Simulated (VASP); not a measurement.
# CsPbCl3 in VASP: notebook

The runs below take CsPbCl3 through single point, with r2SCAN.

Program: VASP 6.6.1. These are calculated values, not measurements. Logs are shortened: lines on timing, memory, paths and dates and some standing lists are left out, and cuts for length are marked.

### 1 The cell of the first run

The typed cell holds 5 atoms: a = 5.677 Å, b = 5.677 Å, c = 5.677 Å, α = 90.00°, β = 90.00°, γ = 90.00°.

### 2 Single point, r2SCAN

POSCAR

```
CsPbCl3
1.0
    4.0141224174      2.3175546582      3.2773181968
   -4.0141224174      2.3175546582      3.2773181968
    0.0000000000     -4.6351093164      3.2773181968
Cs Pb Cl
1 1 3
Direct
    0.5000000000      0.5000000000      0.5000000000
    0.0000000000      0.0000000000      0.0000000000
    0.5000000000      0.0000514085      0.9999485915
    0.0000514085      0.9999485915      0.5000000000
    0.9999485915      0.5000000000      0.0000514085
```

INCAR.step1

```
ALGO     = Normal         # electronic algorithm
EDIFF    = 1E-4           # SCF threshold, eV
ENCUT    = 520            # plane-wave cutoff, eV
GGA      = PE             # functional
ISMEAR   = 0              # smearing method
LASPH    = True           # aspherical terms in the spheres
LCHARG   = False          # write CHGCAR
LREAL    = False          # projectors in reciprocal space
LWAVE    = True           # write WAVECAR
NBANDS   = 30             # bands
NELM     = 80             # most SCF steps
PREC     = Accurate       # precision mode
SIGMA    = 0.01           # smearing width, eV
```

INCAR.step2

```
ALGO     = Normal         # electronic algorithm
EDIFF    = 1E-7           # SCF threshold, eV
ENCUT    = 520            # plane-wave cutoff, eV
ISIF     = 2              # what is computed and relaxed
ISMEAR   = 0              # smearing method
ISTART   = 1            
LASPH    = True           # aspherical terms in the spheres
LCHARG   = True           # write CHGCAR
LELF     = True           # ELF
LMIXTAU  = True         
LREAL    = False          # projectors in reciprocal space
LVHAR    = True         
LWAVE    = False          # write WAVECAR
METAGGA  = R2SCAN         # meta-GGA
NBANDS   = 30             # bands
NELM     = 80             # most SCF steps
PREC     = Accurate       # precision mode
SIGMA    = 0.01           # smearing width, eV
```

KPOINTS

```
k-points
0
Gamma
  4 4 4
```

Potentials or basis: VASP PAW PBE potentials, release 64 (Cs_sv, Pb_d, Cl).

The run is started by

```
$ cat potpaw_PBE.64/Cs_sv/POTCAR potpaw_PBE.64/Pb_d/POTCAR potpaw_PBE.64/Cl/POTCAR > POTCAR
$ cp INCAR.step1 INCAR
$ mpirun -np 1 vasp_std > vasp.out
$ cp INCAR.step2 INCAR
$ mpirun -np 1 vasp_std > vasp.out
```

OUTCAR:

```text
EDIFF = 1E-7
   ENCUT = 520
   ISIF = 2
   ISMEAR = 0
   ISTART = 1
   LASPH = True
   LREAL = False
   METAGGA = R2SCAN
   NELM = 80
   PREC = Accurate

 ion  position               nearest neighbor table
   1  0.500  0.500  0.500-
   2  0.000  0.000  0.000-   4 2.84   4 2.84   3 2.84   5 2.84   5 2.84   3 2.84
   3  0.500  0.000  1.000-   2 2.84   2 2.84
   4  0.000  1.000  0.500-   2 2.84   2 2.84
   5  1.000  0.500  0.000-   2 2.84   2 2.84

  LATTYP: Found a trigonal (rhomboedric) cell.
 ALAT       =     5.6767114546
 COS(alpha) =    -0.0000404848

  Lattice vectors:

 A1 = (   4.0141224174,   2.3175546582,   3.2773181968)
 A2 = (  -4.0141224174,   2.3175546582,   3.2773181968)
 A3 = (   0.0000000000,  -4.6351093164,   3.2773181968)

Analysis of symmetry for initial positions (statically):
=====================================================================
 Subroutine PRICEL returns:
 Original cell was already a primitive cell.

 Routine SETGRP: Setting up the symmetry group for a
 trigonal (rhombohedral) supercell.

 Subroutine GETGRP returns: Found  6 space group operations
 (whereof  6 operations were pure point group operations)
 out of a pool of 12 trial point group operations.

The static configuration has the point symmetry D_3 .

Analysis of symmetry for dynamics (positions and initial velocities):
=====================================================================
 Subroutine PRICEL returns:
 Original cell was already a primitive cell.

 Routine SETGRP: Setting up the symmetry group for a
 trigonal (rhombohedral) supercell.

 Subroutine GETGRP returns: Found  6 space group operations
 (whereof  6 operations were pure point group operations)
 out of a pool of 12 trial point group operations.

The dynamic configuration has the point symmetry D_3 .

 Subroutine INISYM returns: Found  6 space group operations
 (whereof  6 operations are pure point group operations),
 and found     1 'primitive' translations

----------------------------------------------------------------------------------------

                                     Primitive cell

  volume of cell :     182.9323

  direct lattice vectors                    reciprocal lattice vectors
     4.014122417  2.317554658  3.277318197     0.124560227  0.071914881  0.101709176
    -4.014122417  2.317554658  3.277318197    -0.124560227  0.071914881  0.101709176
     0.000000000 -4.635109316  3.277318197     0.000000000 -0.143829761  0.101709176

  length of vectors
     5.676711455  5.676711455  5.676711455     0.176158329  0.176158329  0.176158329

  position of ions in fractional coordinates (direct lattice)
     0.500000000  0.500000000  0.500000000
     0.000000000  0.000000000  0.000000000
     0.500000000  0.000051408  0.999948592
     0.000051408  0.999948592  0.500000000
     0.999948592  0.500000000  0.000051408

  ion indices of the primitive-cell ions
   primitive index   ion index
                 1           1
                 2           2
                 3           3
                 4           4
                 5           5

----------------------------------------------------------------------------------------

 KPOINTS: k-points

Automatic generation of k-mesh.
 Grid dimensions read from file:
 generate k-points for:    4    4    4

 Generating k-lattice:

  Cartesian coordinates                     Fractional coordinates (reciprocal lattice)
     0.031140057  0.017978720  0.025427294     0.250000000  0.000000000 -0.000000000
    -0.031140057  0.017978720  0.025427294     0.000000000  0.250000000 -0.000000000
     0.000000000 -0.035957440  0.025427294    -0.000000000 -0.000000000  0.250000000

  Length of vectors
     0.044039582  0.044039582  0.044039582

  Shift w.r.t. Gamma in fractional coordinates (k-lattice)
     0.000000000  0.000000000  0.000000000

 Subroutine IBZKPT returns following result:
 ===========================================

 Found     13 irreducible k-points:

 Following reciprocal coordinates:
            Coordinates               Weight
  0.000000  0.000000  0.000000      1.000000
  0.250000  0.000000 -0.000000      6.000000
  0.500000  0.000000 -0.000000      3.000000
  0.250000  0.250000 -0.000000      6.000000
  0.500000  0.250000 -0.000000     12.000000
 -0.250000  0.250000  0.000000      6.000000
  0.500000  0.500000 -0.000000      3.000000
  0.250000  0.250000  0.250000      2.000000
  0.500000  0.250000  0.250000      6.000000
 -0.250000  0.250000  0.250000      6.000000
  0.500000  0.500000  0.250000      6.000000
 -0.250000  0.500000  0.250000      6.000000
  0.500000  0.500000  0.500000      1.000000
   k-points           NKPTS =     13   k-points in BZ     NKDIM =     13   number of bands    NBANDS=     30
   number of dos      NEDOS =    301   number of ions     NIONS =      5
   total plane-waves  NPLWV =  74088
   dimension x,y,z NGX =    42 NGY =   42 NGZ =   42
   dimension x,y,z NGXF=    84 NGYF=   84 NGZF=   84
   ions per type =               1   1   3
   NGX,Y,Z   is equivalent  to a cutoff of  12.30, 12.30, 12.30 a.u.
   NGXF,Y,Z  is equivalent  to a cutoff of  24.60, 24.60, 24.60 a.u.
 SYSTEM =  unknown system
   PREC   = accura    normal or accurate (medium, high low for compatibility)
   ISTART =      1    job   : 0-new  1-cont  2-samecut
   ICHARG =      0    charge: 1-file 2-atom 10-const
   ISPIN  =      1    spin polarized calculation?
   LNONCOLLINEAR =      F non collinear calculations
   LSORBIT =      F    spin-orbit coupling
   LASPH  =      T    aspherical Exc in radial PAW
   ENCUT  =  520.0 eV  38.22 Ry    6.18 a.u.  10.55 10.55 10.55*2*pi/ulx,y,z
   NELM   =     80;   NELMIN=  2; NELMDL=  0     # of ELM steps
   EDIFF  = 0.1E-06   stopping-criterion for ELM
   LREAL  =      F    real-space projection
   EDIFFG = 0.1E-05   stopping-criterion for IOM
   NSW    =      0    number of steps for IOM
   IBRION =     -1    ionic relax: 0-MD 1-quasi-New 2-CG
   NFREE  =      0    steps in history (QN), initial steepest desc. (CG)
   ISIF   =      2    stress and relaxation
   ISYM   =      2    0-nonsym 1-usesym 2-fastsym
   POTIM  = 0.5000    time-step for ionic-motion
   TEBEG  =    0.0;   TEEND  =   0.0 temperature during run
   PSTRESS=    0.0 pullay stress
   NELECT =      44.0000    total number of electrons
   NUPDOWN=      -1.0000    fix difference up-down
   EMIN   =  10.00;   EMAX   =-10.00  energy-range for DOS
   EFERMI =   0.00;   METHOD = LEGACY
   ISMEAR =     0;   SIGMA  =   0.01  broadening in eV -4-tet -1-fermi 0-gaus
   EFERMI_NEDOS =   21; number of points for ismear=-14 and -15
   IALGO  =     38    algorithm
   IMIX   =      4    mixing-type and parameters
     AMIX     =   0.40;   BMIX     =  1.00
     AMIX_MAG =   1.60;   BMIX_MAG =  1.00
  volume/ion in A,a.u.               =      36.59       246.90
  Fermi-wavevector in a.u.,A,eV,Ry     =   1.018112  1.923953 14.103148  1.036552
  Thomas-Fermi vector in A             =   2.151551
   LORBIT       =      0    0 simple, 1 ext, 2 COOP (PROOUT), +10 PAW based schemes
   METAGGA = R2SCAN    functional components
   LHFCALC =     F    Hartree Fock is set to
   AEXX    =    0.0000 exact exchange contribution
   IVDW    =     0    specifies the selected vdW correction
   LEPSILON=     F    determine dielectric tensor
   LRPA    =     F    only Hartree local field effects (RPA)
 non-spin polarized calculation
 Gauss-broadening in eV      SIGMA  =   0.01
  energy-cutoff  :      520.00
  volume of cell :      182.93
 maximum number of plane-waves:      4956
   NGX = 21   NGY = 21   NGZ = 21

 number of electron      44.0000021 magnetization

 Free energy of the ion-electron system (eV)
  ---------------------------------------------------
  ext. energy  EPLUGINS =         0.00000000
  ---------------------------------------------------
  free energy    TOTEN  =      -108.17276260 eV

  energy without entropy =     -108.17276260  energy(sigma->0) =     -108.17276260

 E-fermi :   1.1428     XC(G=0):  -8.0775

 val. band max:        1.0980989594   @ k =   0.5000   0.5000   0.5000
 cond. band min:       3.5757497443   @ k =   0.5000   0.5000   0.5000
 fundamental gap:      2.4776507848
 Fermi energy:         1.1428354401

 k-point     1 :       0.0000    0.0000    0.0000
  band No.  band energies     occupation
      1     -20.7099      2.00000
      2     -16.1362      2.00000
      3     -16.1362      2.00000
      4     -15.9139      2.00000
      5     -15.9139      2.00000
      6     -15.9139      2.00000
[... 22 lines left out ...]
     29       7.6933      0.00000
     30       7.6935      0.00000

 k-point     2 :       0.2500    0.0000   -0.0000
  band No.  band energies     occupation
      1     -20.7089      2.00000
      2     -16.1360      2.00000
      3     -16.0872      2.00000
      4     -15.9145      2.00000
      5     -15.9145      2.00000
      6     -15.9138      2.00000
[... 22 lines left out ...]
     29       7.1995      0.00000
     30       7.9680      0.00000

 k-point     3 :       0.5000    0.0000   -0.0000
  band No.  band energies     occupation
      1     -20.7080      2.00000
      2     -16.1360      2.00000
      3     -16.0361      2.00000
      4     -15.9152      2.00000
      5     -15.9151      2.00000
      6     -15.9138      2.00000
[... 22 lines left out ...]
     29       7.5350      0.00000
     30       8.7049      0.00000

 k-point     4 :       0.2500    0.2500   -0.0000
  band No.  band energies     occupation
      1     -20.7080      2.00000
      2     -16.1125      2.00000
      3     -16.0591      2.00000
      4     -15.9151      2.00000
      5     -15.9145      2.00000
      6     -15.9145      2.00000
[... 253 lines left out ...]
     29       7.5788      0.00000
     30       7.9679      0.00000

 k-point    12 :      -0.2500    0.5000    0.2500
  band No.  band energies     occupation
      1     -20.7064      2.00000
      2     -16.0590      2.00000
      3     -16.0024      2.00000
      4     -15.9158      2.00000
      5     -15.9157      2.00000
      6     -15.9151      2.00000
[... 22 lines left out ...]
     29       7.9305      0.00000
     30       7.9485      0.00000

 k-point    13 :       0.5000    0.5000    0.5000
  band No.  band energies     occupation
      1     -20.7051      2.00000
      2     -15.9695      2.00000
      3     -15.9695      2.00000
      4     -15.9164      2.00000
      5     -15.9164      2.00000
      6     -15.9164      2.00000
[... 22 lines left out ...]
     29       7.3437      0.00000
     30       8.5573      0.00000

------------------------ aborting loop because EDIFF is reached ----------------------------------------

  FORCE on cell =-STRESS in cart. coord.  units (eV):
  Direction    XX          YY          ZZ          XY          YZ          ZX
  --------------------------------------------------------------------------------------
  -------------------------------------------------------------------------------------
  Total       -0.0183452     -0.0183452     -0.0175809      0.0000000      0.0000000      0.0000000
  in kB       -0.1606730     -0.1606730     -0.1539790      0.0000000      0.0000000      0.0000000
  external PRESSURE =      -0.1584417 kB  Pullay stress =       0.0000000 kB

 VOLUME and BASIS-vectors are now :
 -----------------------------------------------------------------------------
  energy-cutoff  :      520.00
  volume of cell :      182.93
      direct lattice vectors                 reciprocal lattice vectors
     4.014122417  2.317554658  3.277318197     0.124560227  0.071914881  0.101709176
    -4.014122417  2.317554658  3.277318197    -0.124560227  0.071914881  0.101709176
     0.000000000 -4.635109316  3.277318197     0.000000000 -0.143829761  0.101709176

 POSITION                                       TOTAL-FORCE (eV/Angst)
 -----------------------------------------------------------------------------------
      0.00000      0.00000      4.91598         0.000000      0.000000     -0.000000
      0.00000      0.00000      0.00000         0.000000      0.000000     -0.000000
      2.00685     -3.47597      4.91598         0.000038     -0.000066     -0.000000
     -4.01371      0.00000      4.91598        -0.000076     -0.000000      0.000000
      2.00685      3.47597      4.91598         0.000038      0.000066     -0.000000
 -----------------------------------------------------------------------------------
    total drift:                                0.000000      0.000000     -0.000000

  FREE ENERGIE OF THE ION-ELECTRON SYSTEM (eV)
  ---------------------------------------------------
  free  energy   TOTEN  =      -108.1727626031 eV

  energy  without entropy=     -108.1727626031  energy(sigma->0) =     -108.17276260
```

Wall time 2.2 min (1 thread of Intel Xeon 6975P-C (Granite Rapids), shared host); peak memory 0.33 GiB.

Results:

| Item | Value |
| --- | --- |
| Free energy | -108.1728 eV |
| Pressure | 0.0 GPa |
| Band gap on the k mesh | 2.48 eV |

Caveat: the PAW data sets were made with another functional, which shifts forces and pressure a little; spin-orbit coupling is left out, which moves the levels of the heavy elements.

[end of part 1 of 2]
